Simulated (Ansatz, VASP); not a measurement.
## MgO: VASP beside Ansatz

```
Mg O
1.0
     3.57815    0.00000    0.00000
    -1.78908    3.09877    0.00000
     0.00000    0.00000    4.04009
Mg O
2 2
Direct
  0.66667 0.33333 0.75000
  0.33333 0.66667 0.25000
  0.66667 0.33333 0.25000
  0.33333 0.66667 0.75000
```

Alike in both runs: task single point; functional PBE; k mesh 9 × 9 × 6; occupations gaussian, width 0.05 eV; no spin polarisation.

|  | VASP | Ansatz |
| --- | --- | --- |
| version | VASP 6.6.1 | Ansatz 0.2.0 |
| potentials or method | VASP PAW PBE potentials, release 64 (Mg, O), cutoff 520 eV | scalar-relativistic, plane waves, PAW |
| valence electrons in the cell | 16 | 32 |

```tsv
	VASP	Ansatz	Ansatz less VASP
gap on the k mesh at the Fermi level (eV)	3.43	3.44	+0.019
least direct gap on the mesh (eV)	3.43	3.44	+0.019
pressure (GPa)	2.9	3.5	+0.57
traceless stress, the component that is largest in VASP (GPa)	8.23	8.27	+0.043
```

The functional is the same, so the differences come from potentials, cutoffs and numerics. VASP's potentials hold 16 valence electrons a cell and Ansatz's 32, so a difference there can come from the potentials and not from the codes.
